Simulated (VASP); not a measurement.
Input of a VASP 6.6.1 run:

POSCAR

```
TePb
1.0
    0.0000000000      3.2841760309      3.2841760309
    3.2841760309      0.0000000000      3.2841760309
    3.2841760309      3.2841760309      0.0000000000
Pb Te
1 1
Direct
    0.0000000000      0.0000000000      0.0000000000
    0.5000000000      0.5000000000      0.5000000000
```

The input INCAR.step1:

```
SYSTEM = TePb
PREC = Accurate ; ENCUT = 520
EDIFF = 1E-5 ; ISMEAR = 0
SIGMA = 0.01 ; LREAL = .FALSE.
LASPH = .TRUE. ; NELM = 60
ALGO = Normal ; ISIF = 2
LWAVE = .TRUE. ; LCHARG = .FALSE.
GGA = PE ; NBANDS = 17
```

Contents of INCAR.step2:

```
SYSTEM = TePb
PREC = Accurate ; ENCUT = 520
EDIFF = 1E-7 ; ISMEAR = 0
SIGMA = 0.01 ; LREAL = .FALSE.
LASPH = .TRUE. ; NELM = 60
ALGO = Normal ; ISIF = 2
LWAVE = .FALSE. ; LCHARG = .FALSE.
GGA = PE ; LHFCALC = .TRUE.
HFSCREEN = 0.2079 ; PRECFOCK = Normal
ISTART = 1 ; NBANDS = 17
```

KPOINTS

```
regular mesh
0
G
  4 4 4
  0 0 0
```

Potentials or basis: VASP PAW PBE potentials, release 64 (Pb_d, Te).

Launch:

```sh
$ cat potpaw_PBE.64/Pb_d/POTCAR potpaw_PBE.64/Te/POTCAR > POTCAR
$ cp INCAR.step1 INCAR
$ mpirun -np 1 vasp_std > vasp.out
$ cp INCAR.step2 INCAR
$ mpirun -np 1 vasp_std > vasp.out
```

(1) What does it give for the pressure?

(2) Estimate the band gap on the k mesh.

Results:

(1) -1.1 GPa.

(2) 1.20 eV.

Caveat: the cell differs from its parent crystal (strain +0.5%); the structure was generated, so it needn't be the stable form of TePb; the PAW data sets were made with another functional, which shifts forces and pressure a little; spin-orbit coupling is left out, which moves the levels of the heavy elements.
